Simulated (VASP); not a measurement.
# SiB6 (Pm-3m) in VASP: notebook

SiB6 is run at these levels: PBE, r2SCAN; tasks: electric field gradients.

Program: VASP 6.6.1. These are calculated values, not measurements. Logs are shortened: lines on timing, memory, paths and dates and some standing lists are left out, and cuts for length are marked.

## (1) The cell of the first run

It takes space group Pm-3m (No. 221, cubic). The conventional cell has a = 4.130 Å, b = 4.130 Å, c = 4.130 Å, α = 90.00°, β = 90.00°, γ = 90.00°. Within 4.0 Å of Si (site symmetry m-3m) lie 24 B at 3.05 Å. Within 2.3 Å of B (site symmetry 4mm) lie 5 B at 1.69 to 1.73 Å.

## (2) Electric field gradients, PBE

INCAR reads:

```
PREC = Accurate ; ENCUT = 520
EDIFF = 1E-8 ; ISMEAR = -1
SIGMA = 0.05 ; LREAL = False
LASPH = True ; NELM = 60
ALGO = Normal ; ISIF = 2
LWAVE = False ; LCHARG = False
GGA = PE ; LEFG = True
NBANDS = 20
```

KPOINTS reads:

```
regular mesh
0
Gamma
  7 7 7
```

POSCAR reads:

```
SiB6
1.0
    4.1300000000      0.0000000000      0.0000000000
    0.0000000000      4.1300000000      0.0000000000
    0.0000000000      0.0000000000      4.1300000000
Si B
1 6
Direct
    0.0000000000      0.0000000000      0.0000000000
    0.2100000000      0.5000000000      0.5000000000
    0.5000000000      0.2100000000      0.5000000000
    0.7900000000      0.5000000000      0.5000000000
    0.5000000000      0.7900000000      0.5000000000
    0.5000000000      0.5000000000      0.2100000000
    0.5000000000      0.5000000000      0.7900000000
```

Potentials or basis: VASP PAW PBE potentials, release 64 (Si, B).

Command:

```sh
> cat potpaw_PBE.64/Si/POTCAR potpaw_PBE.64/B/POTCAR > POTCAR
> mpirun -np 1 vasp_std > vasp.out
```

OUTCAR:

```text
PREC = Accurate
   ENCUT = 520
   EDIFF = 1E-8
   ISMEAR = -1
   LREAL = False
   LASPH = True
   NELM = 60
   ISIF = 2
   GGA = PE

 ion  position               nearest neighbor table
   1  0.000  0.000  0.000-
   2  0.210  0.500  0.500-   3 1.69   5 1.69   6 1.69   7 1.69   4 1.73
   3  0.500  0.210  0.500-   2 1.69   4 1.69   6 1.69   7 1.69   5 1.73
   4  0.790  0.500  0.500-   3 1.69   5 1.69   6 1.69   7 1.69   2 1.73
   5  0.500  0.790  0.500-   2 1.69   4 1.69   6 1.69   7 1.69   3 1.73
   6  0.500  0.500  0.210-   2 1.69   3 1.69   4 1.69   5 1.69   7 1.73
   7  0.500  0.500  0.790-   2 1.69   3 1.69   4 1.69   5 1.69   6 1.73

  LATTYP: Found a simple cubic cell.
 ALAT       =     4.1300000000

  Lattice vectors:

 A1 = (   4.1300000000,   0.0000000000,   0.0000000000)
 A2 = (   0.0000000000,   4.1300000000,   0.0000000000)
 A3 = (   0.0000000000,   0.0000000000,   4.1300000000)

Analysis of symmetry for initial positions (statically):
=====================================================================
 Subroutine PRICEL returns:
 Original cell was already a primitive cell.

 Routine SETGRP: Setting up the symmetry group for a
 simple cubic supercell.

 Subroutine GETGRP returns: Found 48 space group operations
 (whereof 48 operations were pure point group operations)
 out of a pool of 48 trial point group operations.

The static configuration has the point symmetry O_h .

Analysis of symmetry for dynamics (positions and initial velocities):
=====================================================================
 Subroutine PRICEL returns:
 Original cell was already a primitive cell.

 Routine SETGRP: Setting up the symmetry group for a
 simple cubic supercell.

 Subroutine GETGRP returns: Found 48 space group operations
 (whereof 48 operations were pure point group operations)
 out of a pool of 48 trial point group operations.

The dynamic configuration has the point symmetry O_h .

 Subroutine INISYM returns: Found 48 space group operations
 (whereof 48 operations are pure point group operations),
 and found     1 'primitive' translations

----------------------------------------------------------------------------------------

                                     Primitive cell

  volume of cell :      70.4450

  direct lattice vectors                    reciprocal lattice vectors
     4.130000000  0.000000000  0.000000000     0.242130751  0.000000000  0.000000000
     0.000000000  4.130000000  0.000000000     0.000000000  0.242130751  0.000000000
     0.000000000  0.000000000  4.130000000     0.000000000  0.000000000  0.242130751

  length of vectors
     4.130000000  4.130000000  4.130000000     0.242130751  0.242130751  0.242130751

  position of ions in fractional coordinates (direct lattice)
     0.000000000  0.000000000  0.000000000
     0.210000000  0.500000000  0.500000000
     0.500000000  0.210000000  0.500000000
     0.790000000  0.500000000  0.500000000
     0.500000000  0.790000000  0.500000000
     0.500000000  0.500000000  0.210000000
     0.500000000  0.500000000  0.790000000

  ion indices of the primitive-cell ions
   primitive index   ion index
                 1           1
                 2           2
                 3           3
                 4           4
                 5           5
                 6           6
                 7           7

----------------------------------------------------------------------------------------

 KPOINTS: regular mesh

Automatic generation of k-mesh.
 Grid dimensions read from file:
 generate k-points for:    7    7    7

[... 53 lines left out ...]
   LNONCOLLINEAR =      F non collinear calculations
   LSORBIT =      F    spin-orbit coupling
   LASPH  =      T    aspherical Exc in radial PAW
   ENCUT  =  520.0 eV  38.22 Ry    6.18 a.u.   7.68  7.68  7.68*2*pi/ulx,y,z
   NELM   =     60;   NELMIN=  2; NELMDL= -5     # of ELM steps
   EDIFF  = 0.1E-07   stopping-criterion for ELM
   LREAL  =      F    real-space projection
   EDIFFG = 0.1E-06   stopping-criterion for IOM
   NSW    =      0    number of steps for IOM
   IBRION =     -1    ionic relax: 0-MD 1-quasi-New 2-CG
   NFREE  =      0    steps in history (QN), initial steepest desc. (CG)
   ISIF   =      2    stress and relaxation
   ISYM   =      2    0-nonsym 1-usesym 2-fastsym
   POTIM  = 0.5000    time-step for ionic-motion
   TEBEG  =    0.0;   TEEND  =   0.0 temperature during run
   PSTRESS=    0.0 pullay stress
   NELECT =      22.0000    total number of electrons
   NUPDOWN=      -1.0000    fix difference up-down
   EMIN   =  10.00;   EMAX   =-10.00  energy-range for DOS
   EFERMI =   0.00;   METHOD = LEGACY
   ISMEAR =    -1;   SIGMA  =   0.05  broadening in eV -4-tet -1-fermi 0-gaus
   EFERMI_NEDOS =   21; number of points for ismear=-14 and -15
   IALGO  =     38    algorithm
   IMIX   =      4    mixing-type and parameters
     AMIX     =   0.40;   BMIX     =  1.00
     AMIX_MAG =   1.60;   BMIX_MAG =  1.00
  volume/ion in A,a.u.               =      10.06        67.91
  Fermi-wavevector in a.u.,A,eV,Ry     =   1.110706  2.098929 16.785061  1.233667
  Thomas-Fermi vector in A             =   2.247260
   LORBIT       =      0    0 simple, 1 ext, 2 COOP (PROOUT), +10 PAW based schemes
   GGA     = PE    functional components
   LHFCALC =     F    Hartree Fock is set to
   AEXX    =    0.0000 exact exchange contribution
   IVDW    =     0    specifies the selected vdW correction
   LEPSILON=     F    determine dielectric tensor
   LRPA    =     F    only Hartree local field effects (RPA)
 non-spin polarized calculation
  energy-cutoff  :      520.00
  volume of cell :       70.44
 maximum number of plane-waves:      1916
 NGX is ok and might be reduce to    32
   NGX = 15   NGY = 15   NGZ = 15

 number of electron      22.0000000 magnetization

 Free energy of the ion-electron system (eV)
  ---------------------------------------------------
  ext. energy  EPLUGINS =         0.00000000
  ---------------------------------------------------
  free energy    TOTEN  =       -42.12910186 eV

  energy without entropy =      -42.12886011  energy(sigma->0) =      -42.12898099

 E-fermi :   5.0095     XC(G=0): -10.5188

 val. band max:        4.7706817513   @ k =   0.4286   0.0000   0.0000
 cond. band min:       5.2694401233   @ k =   0.4286   0.4286   0.0000
 fundamental gap:      0.4987583720
 Fermi energy:         5.0094601509

 k-point     1 :       0.0000    0.0000    0.0000
  band No.  band energies     occupation
      1     -10.1368      2.00000
      2      -3.9909      2.00000
      3      -2.0739      2.00000
      4      -2.0739      2.00000
      5      -2.0739      2.00000
      6       0.3200      2.00000
[... 449 lines left out ...]
     19      14.3535      0.00000
     20      14.3535      0.00000

------------------------ aborting loop because EDIFF is reached ----------------------------------------

  FORCE on cell =-STRESS in cart. coord.  units (eV):
  Direction    XX          YY          ZZ          XY          YZ          ZX
  --------------------------------------------------------------------------------------
  -------------------------------------------------------------------------------------
  Total        1.7872661      1.7872661      1.7872661      0.0000000      0.0000000     -0.0000000
  in kB       40.6489795     40.6489795     40.6489795      0.0000000      0.0000000     -0.0000000
  external PRESSURE =      40.6489795 kB  Pullay stress =       0.0000000 kB

 VOLUME and BASIS-vectors are now :
 -----------------------------------------------------------------------------
  energy-cutoff  :      520.00
  volume of cell :       70.44
      direct lattice vectors                 reciprocal lattice vectors
     4.130000000  0.000000000  0.000000000     0.242130751  0.000000000  0.000000000
     0.000000000  4.130000000  0.000000000     0.000000000  0.242130751  0.000000000
     0.000000000  0.000000000  4.130000000     0.000000000  0.000000000  0.242130751

 POSITION                                       TOTAL-FORCE (eV/Angst)
 -----------------------------------------------------------------------------------
      0.00000      0.00000      0.00000        -0.000000      0.000000      0.000000
      0.86730      2.06500      2.06500        -2.707744      0.000000      0.000000
      2.06500      0.86730      2.06500        -0.000000     -2.707744      0.000000
      3.26270      2.06500      2.06500         2.707744      0.000000      0.000000
      2.06500      3.26270      2.06500         0.000000      2.707744      0.000000
      2.06500      2.06500      0.86730        -0.000000      0.000000     -2.707744
      2.06500      2.06500      3.26270         0.000000      0.000000      2.707744
 -----------------------------------------------------------------------------------
    total drift:                               -0.000000     -0.000000     -0.000000

  FREE ENERGIE OF THE ION-ELECTRON SYSTEM (eV)
  ---------------------------------------------------
  free  energy   TOTEN  =       -42.1291018649 eV

  energy  without entropy=      -42.1288601083  energy(sigma->0) =      -42.12898099

 Electric field gradients (V/A^2)
---------------------------------------------------------------------
 ion       V_xx      V_yy      V_zz      V_xy      V_xz      V_yz
---------------------------------------------------------------------
   1      -0.000    -0.000    -0.000    -0.000     0.000     0.000
   2     -15.040     7.520     7.520     0.000     0.000    -0.000
   3       7.520   -15.040     7.520     0.000     0.000    -0.000
   4     -15.040     7.520     7.520     0.000     0.000    -0.000
   5       7.520   -15.040     7.520     0.000    -0.000     0.000
   6       7.520     7.520   -15.040     0.000    -0.000     0.000
   7       7.520     7.520   -15.040    -0.000     0.000     0.000
---------------------------------------------------------------------

 Electric field gradients after diagonalization (V/A^2)
 (convention: |V_zz| > |V_xx| > |V_yy|)
----------------------------------------------------------------------
 ion       V_xx      V_yy      V_zz     asymmetry (V_yy - V_xx)/ V_zz
----------------------------------------------------------------------
   1      -0.000    -0.000    -0.000      -0.438
   2       7.520     7.520   -15.040       0.000
   3       7.520     7.520   -15.040       0.000
   4       7.520     7.520   -15.040       0.000
   5       7.520     7.520   -15.040       0.000
   6       7.520     7.520   -15.040       0.000
   7       7.520     7.520   -15.040       0.000
----------------------------------------------------------------------

           NMR quadrupolar parameters

 Cq : quadrupolar parameter    Cq=e*Q*V_zz/h
 eta: asymmetry parameters     (V_yy - V_xx)/ V_zz
 Q  : nuclear electric quadrupole moment in mb (millibarn)
----------------------------------------------------------------------
 ion       Cq(MHz)       eta       Q (mb)
----------------------------------------------------------------------
   1      -0.000      -0.438       1.000
   2      -0.036       0.000       1.000
   3      -0.036       0.000       1.000
   4      -0.036       0.000       1.000
   5      -0.036       0.000       1.000
   6      -0.036       0.000       1.000
   7      -0.036       0.000       1.000
----------------------------------------------------------------------
```

Wall time 43 s (1 thread of AMD EPYC 7R13, shared host); peak memory 0.17 GiB.

Results:

```
Free energy            : -42.1291 eV
Pressure               : 4.1 GPa
Largest force          : 2.708 eV/Å
Band gap on the k mesh : 0.50 eV, indirect (least direct gap 1.51 eV)
```

Forces on the atoms (eV/Å):
```
Si   0.000  0.000  0.000
B   -2.708  0.000  0.000
B    0.000 -2.708  0.000
B    2.708  0.000  0.000
B    0.000  2.708  0.000
B    0.000  0.000 -2.708
B    0.000  0.000  2.708
```

Levels at points of the mesh, in eV from the valence-band top:
```
           k point  band 8  band 9  band 10  band 11  band 12  band 13  band 14  band 15
(0.00, 0.00, 0.00)   -3.12   -0.18    -0.18    -0.18     1.50     1.50     1.50     3.68
```

Electric field gradients, principal values (V/Å²):
```
atom  least  middle  greatest (by size)
1 Si  0.000   0.000               0.000
 2 B  7.520   7.520             -15.040
 3 B  7.520   7.520             -15.040
 4 B  7.520   7.520             -15.040
 5 B  7.520   7.520             -15.040
 6 B  7.520   7.520             -15.040
 7 B  7.520   7.520             -15.040
```

Caveat: without QUAD_EFG the Cq values of the log hold for a quadrupole moment of 1 mb, not for the nuclei; forces of over 1 eV/Å act on the atoms, so gaps and moduli don't describe the material at rest. A k mesh can miss the band edges.

(Part 1 of 2 ends here.)
